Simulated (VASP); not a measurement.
# V in VASP: further runs

Aim: see how the results for V move with the level of theory and the settings. Levels: revPBE, BLYP, PBEsol. Tasks: relaxation of cell and atoms, single point.

All numbers are computed with VASP 6.6.1; they aren't measurements. Logs are shortened: lines on timing, memory, paths and dates and some standing lists are left out, and cuts for length are marked.

## 1. The cell of the first run

The structure is cubic, space group Im-3m (No. 229). Conventional cell: a = 3.029 Å, b = 3.029 Å, c = 3.029 Å, α = 90.00°, β = 90.00°, γ = 90.00°. V (site symmetry m-3m) has 14 V at 2.62 to 3.03 Å within 3.5 Å.

## 2. Relaxation of cell and atoms, revPBE, collinear spin, ferromagnetic start

File INCAR:

```
ALGO = Normal ; EDIFF = 1E-7
EDIFFG = -0.005 ; ENCUT = 600
GGA = RE ; IBRION = 2
ISIF = 3 ; ISMEAR = -1
ISPIN = 2 ; LASPH = T
LCHARG = F ; LMAXMIX = 4
LORBIT = 11 ; LREAL = F
LWAVE = F ; MAGMOM = 2
NELM = 150 ; NSW = 80
PREC = Accurate ; SIGMA = 0.05
```

File KPOINTS:

```
k-points
0
Gamma
  9 9 9
```

File POSCAR:

```
V
1.0
   -1.5143500000      1.5143500000      1.5143500000
    1.5143500000     -1.5143500000      1.5143500000
    1.5143500000      1.5143500000     -1.5143500000
V
1
Direct
    0.0000000000      0.0000000000      0.0000000000
```

Potentials or basis: VASP PAW PBE potentials, release 64 (V_sv).

Run with:

```
$ cat potpaw_PBE.64/V_sv/POTCAR > POTCAR
$ mpirun -np 1 vasp_std > vasp.out
```

OUTCAR:

```text
EDIFF = 1E-7
   EDIFFG = -0.005
   ENCUT = 600
   GGA = RE
   IBRION = 2
   ISIF = 3
   ISMEAR = -1
   ISPIN = 2
   LASPH = T
   LORBIT = 11
   LREAL = F
   NELM = 150
   NSW = 80
   PREC = Accurate

 ion  position               nearest neighbor table
   1  0.000  0.000  0.000-

  LATTYP: Found a body centered cubic cell.
 ALAT       =     3.0287000000

  Lattice vectors:

 A1 = (  -1.5143500000,   1.5143500000,   1.5143500000)
 A2 = (   1.5143500000,  -1.5143500000,   1.5143500000)
 A3 = (   1.5143500000,   1.5143500000,  -1.5143500000)

Analysis of symmetry for initial positions (statically):
=====================================================================
 Subroutine PRICEL returns:
 Original cell was already a primitive cell.

 Routine SETGRP: Setting up the symmetry group for a
 body centered cubic supercell.

 Subroutine GETGRP returns: Found 48 space group operations
 (whereof 48 operations were pure point group operations)
 out of a pool of 48 trial point group operations.

The static configuration has the point symmetry O_h .

Analysis of symmetry for dynamics (positions and initial velocities):
=====================================================================
 Subroutine PRICEL returns:
 Original cell was already a primitive cell.

 Routine SETGRP: Setting up the symmetry group for a
 body centered cubic supercell.

 Subroutine GETGRP returns: Found 48 space group operations
 (whereof 48 operations were pure point group operations)
 out of a pool of 48 trial point group operations.

The dynamic configuration has the point symmetry O_h .

Analysis of structural, dynamic, and magnetic symmetry:
=====================================================================
 Subroutine PRICEL returns:
 Original cell was already a primitive cell.

 Routine SETGRP: Setting up the symmetry group for a
 body centered cubic supercell.

 Subroutine GETGRP returns: Found 48 space group operations
 (whereof 48 operations were pure point group operations)
 out of a pool of 48 trial point group operations.

The overall configuration has the point symmetry O_h .

 Subroutine INISYM returns: Found 48 space group operations
 (whereof 48 operations are pure point group operations),
 and found     1 'primitive' translations

----------------------------------------------------------------------------------------

                                     Primitive cell

  volume of cell :      13.8912

  direct lattice vectors                    reciprocal lattice vectors
    -1.514350000  1.514350000  1.514350000     0.000000000  0.330174662  0.330174662
     1.514350000 -1.514350000  1.514350000     0.330174662  0.000000000  0.330174662
     1.514350000  1.514350000 -1.514350000     0.330174662  0.330174662  0.000000000

  length of vectors
     2.622931140  2.622931140  2.622931140     0.466937486  0.466937486  0.466937486

  position of ions in fractional coordinates (direct lattice)
     0.000000000  0.000000000  0.000000000

  ion indices of the primitive-cell ions
   primitive index   ion index
                 1           1

----------------------------------------------------------------------------------------

 KPOINTS: k-points

Automatic generation of k-mesh.
 Grid dimensions read from file:
 generate k-points for:    9    9    9

 Generating k-lattice:

  Cartesian coordinates                     Fractional coordinates (reciprocal lattice)
     0.000000000  0.036686074  0.036686074     0.111111111  0.000000000  0.000000000
     0.036686074  0.000000000  0.036686074     0.000000000  0.111111111  0.000000000
     0.036686074  0.036686074  0.000000000     0.000000000  0.000000000  0.111111111

  Length of vectors
     0.051881943  0.051881943  0.051881943

  Shift w.r.t. Gamma in fractional coordinates (k-lattice)
     0.000000000  0.000000000  0.000000000

 Subroutine IBZKPT returns following result:
 ===========================================

 Found     35 irreducible k-points:

 Following reciprocal coordinates:
            Coordinates               Weight
  0.000000  0.000000  0.000000      1.000000
  0.111111  0.000000  0.000000     12.000000
  0.222222  0.000000  0.000000     12.000000
  0.333333  0.000000  0.000000     12.000000
  0.444444  0.000000  0.000000     12.000000
  0.111111  0.111111  0.000000     24.000000
[... 16 lines left out ...]
 -0.333333  0.444444  0.111111     48.000000
 -0.444444 -0.444444  0.111111     24.000000
 [... further k-points ...]
   k-points           NKPTS =     35   k-points in BZ     NKDIM =     35   number of bands    NBANDS=     11
   number of dos      NEDOS =    301   number of ions     NIONS =      1
   total plane-waves  NPLWV =  13824
   dimension x,y,z NGX =    24 NGY =   24 NGZ =   24
   dimension x,y,z NGXF=    48 NGYF=   48 NGZF=   48
   ions per type =               1
   NGX,Y,Z   is equivalent  to a cutoff of  15.21, 15.21, 15.21 a.u.
   NGXF,Y,Z  is equivalent  to a cutoff of  30.42, 30.42, 30.42 a.u.
 SYSTEM =  unknown system
   PREC   = accura    normal or accurate (medium, high low for compatibility)
   ISTART =      0    job   : 0-new  1-cont  2-samecut
   ICHARG =      2    charge: 1-file 2-atom 10-const
   ISPIN  =      2    spin polarized calculation?
   LNONCOLLINEAR =      F non collinear calculations
   LSORBIT =      F    spin-orbit coupling
   LASPH  =      T    aspherical Exc in radial PAW
   ENCUT  =  600.0 eV  44.10 Ry    6.64 a.u.   5.24  5.24  5.24*2*pi/ulx,y,z
   NELM   =    150;   NELMIN=  2; NELMDL= -5     # of ELM steps
   EDIFF  = 0.1E-06   stopping-criterion for ELM
   LREAL  =      F    real-space projection
   EDIFFG = -.5E-02   stopping-criterion for IOM
   NSW    =     80    number of steps for IOM
   IBRION =      2    ionic relax: 0-MD 1-quasi-New 2-CG
   NFREE  =      1    steps in history (QN), initial steepest desc. (CG)
   ISIF   =      3    stress and relaxation
   ISYM   =      2    0-nonsym 1-usesym 2-fastsym
   POTIM  = 0.5000    time-step for ionic-motion
   TEBEG  =    0.0;   TEEND  =   0.0 temperature during run
   PSTRESS=    0.0 pullay stress
   NELECT =      13.0000    total number of electrons
   NUPDOWN=      -1.0000    fix difference up-down
   EMIN   =  10.00;   EMAX   =-10.00  energy-range for DOS
   EFERMI =   0.00;   METHOD = LEGACY
   ISMEAR =    -1;   SIGMA  =   0.05  broadening in eV -4-tet -1-fermi 0-gaus
   EFERMI_NEDOS =   21; number of points for ismear=-14 and -15
   IALGO  =     38    algorithm
   IMIX   =      4    mixing-type and parameters
     AMIX     =   0.40;   BMIX     =  1.00
     AMIX_MAG =   1.60;   BMIX_MAG =  1.00
  volume/ion in A,a.u.               =      13.89        93.74
  Fermi-wavevector in a.u.,A,eV,Ry     =   1.601313  3.026044 34.888125  2.564205
  Thomas-Fermi vector in A             =   2.698311
   LORBIT       =     11    0 simple, 1 ext, 2 COOP (PROOUT), +10 PAW based schemes
   GGA     = RE    functional components
   LHFCALC =     F    Hartree Fock is set to
   AEXX    =    0.0000 exact exchange contribution
   IVDW    =     0    specifies the selected vdW correction
   LEPSILON=     F    determine dielectric tensor
   LRPA    =     F    only Hartree local field effects (RPA)
 conjugate gradient relaxation of ions
 spin polarized calculation
  energy-cutoff  :      600.00
  volume of cell :       13.89
 maximum number of plane-waves:       473
 NGX is ok and might be reduce to    24
   NGX = 11   NGY = 11   NGZ = 11

--------------------------------------- Ionic step        1  -------------------------------------------

 number of electron      13.0000003 magnetization       0.1964830

 Free energy of the ion-electron system (eV)
  ---------------------------------------------------
  ext. energy  EPLUGINS =         0.00000000
  ---------------------------------------------------
  free energy    TOTEN  =        -8.61276147 eV

  energy without entropy =       -8.59527029  energy(sigma->0) =       -8.60401588

------------------------ aborting loop because EDIFF is reached ----------------------------------------

  FORCE on cell =-STRESS in cart. coord.  units (eV):
  Direction    XX          YY          ZZ          XY          YZ          ZX
  --------------------------------------------------------------------------------------
  -------------------------------------------------------------------------------------
  Total       -0.1911026     -0.1911026     -0.1911026     -0.0000000      0.0000000     -0.0000000
  in kB      -22.0413594    -22.0413594    -22.0413594     -0.0000000      0.0000000     -0.0000000
  external PRESSURE =     -22.0413594 kB  Pullay stress =       0.0000000 kB
[... 55 lines left out ...]
  energy  without entropy=       -8.5943613867  energy(sigma->0) =       -8.60354348

--------------------------------------- Ionic step        3  -------------------------------------------

 number of electron      13.0000002 magnetization       0.1699213

 Free energy of the ion-electron system (eV)
  ---------------------------------------------------
  ext. energy  EPLUGINS =         0.00000000
  ---------------------------------------------------
  free energy    TOTEN  =        -8.61409686 eV

  energy without entropy =       -8.59619364  energy(sigma->0) =       -8.60514525

 E-fermi :   9.6287     XC(G=0): -12.7233

 val. band max:        9.6255427864   @ k =  -0.4444   0.4444   0.1111
 cond. band min:       9.6322687871   @ k =   0.3333   0.1111   0.0000
 fundamental gap:      0.0067260007
 Fermi energy:         9.6287390396

 spin component 1

 k-point     1 :       0.0000    0.0000    0.0000
  band No.  band energies     occupation
      1     -54.3058      1.00000
      2     -27.5837      1.00000
      3     -27.5837      1.00000
      4     -27.5837      1.00000
      5       2.9588      1.00000
      6       9.9264      0.00259
      7       9.9264      0.00259
      8       9.9264      0.00259
      9      11.9348      0.00000
     10      11.9348      0.00000
     11      29.8523      0.00000
[... 309 lines left out ...]
 k-point    24 :      -0.4444   -0.4444    0.1111
  band No.  band energies     occupation
      1     -54.0914      1.00000
      2     -28.3420      1.00000
      3     -27.9785      1.00000
      4     -27.7154      1.00000
      5       7.2538      1.00000
      6       8.9226      1.00000
      7       9.0187      0.99999
      8      11.3981      0.00000
      9      12.9966      0.00000
     10      15.6011      0.00000
     11      19.3899      0.00000

 [... further k-points ...]

 spin component 2

 k-point     1 :       0.0000    0.0000    0.0000
  band No.  band energies     occupation
      1     -54.1898      1.00000
      2     -27.4688      1.00000
      3     -27.4688      1.00000
      4     -27.4688      1.00000
      5       3.0865      1.00000
      6      10.0762      0.00013
      7      10.0762      0.00013
      8      10.0762      0.00013
      9      12.0105      0.00000
     10      12.0105      0.00000
     11      29.9775      0.00000
[... 350 lines left out ...]
  FREE ENERGIE OF THE ION-ELECTRON SYSTEM (eV)
  ---------------------------------------------------
  free  energy   TOTEN  =        -8.6140968573 eV

  energy  without entropy=       -8.5961936447  energy(sigma->0) =       -8.60514525

 reached required accuracy - stopping structural energy minimisation

 total charge

# of ion       s       p       d       tot
------------------------------------------
    1        2.334   6.216   3.068  11.619

 magnetization (x)

# of ion       s       p       d       tot
------------------------------------------
    1        0.002   0.015   0.117   0.134
```

It took 46 s on 1 thread of AMD EPYC 7R43 (Zen 3), shared host; peak memory 0.12 GiB.

What came out:

```yaml
Free_energy: -8.6141 eV
Relaxed_volume: 13.70 Å³/atom
Relaxed_cell: a = 2.611 Å, b = 2.611 Å, c = 2.611 Å, α = 109.47°, β = 109.47°, γ = 109.47°
Space_group_after_relaxing_to_0.05_Å: Im-3m (No. 229)
Energy_gained_by_relaxing: 1.3 meV/atom
Ionic_steps: 3
Pressure_after_relaxing: 0.0 GPa
Net_moment: 0.17 μB per cell
Site_moments: V +0.13 μB
Valence_electrons_inside_the_program's_atomic_spheres: V 11.62
```

Step by step:
```
step  energy change (eV)  largest force (eV/Å)  pressure (GPa)  volume (Å³)
   1              0.0000                0.0000           -2.20        13.89
   2              0.0000                0.0000            2.33        13.51
   3             -0.0013                0.0000           -0.01        13.70
```

Final structure:
```
CELL_PARAMETERS angstrom
-1.50739 1.50739 1.50739
1.50739 -1.50739 1.50739
1.50739 1.50739 -1.50739
ATOMIC_POSITIONS crystal
V 0.00000 0.00000 0.00000
```

Caveat: the PAW data sets were made with another functional, which shifts forces and pressure a little.

## 3. Relaxation of cell and atoms, BLYP, collinear spin, ferromagnetic start

File INCAR:

```
SYSTEM = V
  PREC = Accurate
  ENCUT = 600
  EDIFF = 1E-6
  ISMEAR = -1
  SIGMA = 0.05
  LREAL = .FALSE.
  LASPH = .TRUE.
  NELM = 150
  ALGO = Normal
  ISIF = 3
  LWAVE = .FALSE.
  LCHARG = .FALSE.
  ISPIN = 2
  MAGMOM = 2
  LORBIT = 11
  LMAXMIX = 4
  GGA = B5
  ALDAX = 1.0
  AGGAX = 1.0
  AGGAC = 1.0
  ALDAC = 0.0
  IBRION = 2
  NSW = 80
  EDIFFG = -0.005
```

File KPOINTS:

```
Automatic mesh
0
G
  9 9 9
  0 0 0
```

POSCAR is that of step 2.

Potentials or basis: VASP PAW PBE potentials, release 64 (V_sv).

Run with:

```
$ cat potpaw_PBE.64/V_sv/POTCAR > POTCAR
$ mpirun -np 1 vasp_std > vasp.out
```

Run time: 50 s. Hardware: 1 thread of AMD EPYC 7R43 (Zen 3), shared host; peak memory 0.12 GiB.

It converged, with:

```
Free energy                                           : -7.8504 eV
Relaxed volume                                        : 13.80 Å³/atom
Relaxed cell                                          : a = 2.617 Å, b = 2.617 Å, c = 2.617 Å, α = 109.47°, β = 109.47°, γ = 109.47°
Space group after relaxing (to 0.05 Å)                : Im-3m (No. 229)
Energy gained by relaxing                             : 0.3 meV/atom
Ionic steps                                           : 3
Pressure after relaxing                               : 0.0 GPa
Net moment                                            : 0.00 μB per cell
Valence electrons inside the program's atomic spheres : V 11.68
```

The path:
| step | energy change (eV) | largest force (eV/Å) | pressure (GPa) | volume (Å³) |
| --- | --- | --- | --- | --- |
| 1 | 0.0000 | 0.0000 | -1.09 | 13.89 |
| 2 | 0.0000 | 0.0000 | 1.16 | 13.70 |
| 3 | -0.0003 | 0.0000 | -0.03 | 13.80 |

Final structure:
```
CELL_PARAMETERS angstrom
-1.51102 1.51102 1.51102
1.51102 -1.51102 1.51102
1.51102 1.51102 -1.51102
ATOMIC_POSITIONS crystal
V 0.00000 0.00000 0.00000
```

Levels at points of the mesh, in eV from the Fermi level:
Spin up:
```csv
k point,band 3,band 4,band 5,band 6,band 7,band 8,band 9,band 10
"(0.00, 0.00, 0.00)",-37.02,-37.02,-6.43,0.29,0.29,0.29,2.27,2.27
```
Spin down:
```
           k point  band 3  band 4  band 5  band 6  band 7  band 8  band 9  band 10
(0.00, 0.00, 0.00)  -37.02  -37.02   -6.43    0.29    0.29    0.29    2.27     2.27
```

Caveat: the PAW data sets were made with another functional, which shifts forces and pressure a little.

[end of part 1 of 2]
